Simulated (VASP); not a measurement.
# K: single point with r2SCAN

K:

```
K
1.0
    -2.67724    2.67724    2.67724
     2.67724   -2.67724    2.67724
     2.67724    2.67724   -2.67724
K
1
Cartesian
  0.0000 0.0000 0.0000
```

```json
{
 "Program": "VASP 6.6.1",
 "Task": "single point",
 "Functional": "r2SCAN",
 "Potentials or basis": "VASP PAW PBE potentials, release 64 (K_sv)",
 "Cutoff": "520 eV",
 "k mesh": "9 × 9 × 9",
 "Occupations": "fermi-dirac, width 0.1 eV",
 "Spin": "no spin polarisation",
 "Dipole correction": "no",
 "Further INCAR settings": "ALGO = Normal; EDIFF = 1e-07; NBANDS = 10"
}
```

* Pressure: 0.0 GPa

Levels at points of the mesh, in eV from the Fermi level:
```
           k point  band 2  band 3  band 4  band 5  band 6  band 7
(0.00, 0.00, 0.00)  -16.36  -16.36  -16.36   -2.25    4.70    4.70
```

Run time: 69 s on 1 thread of Intel(R) Xeon(R) Platinum 8488C (Sapphire Rapids), with other jobs on the host, peak memory 0.21 GiB.

Caveat: the PAW data sets were made with another functional, which shifts forces and pressure a little.
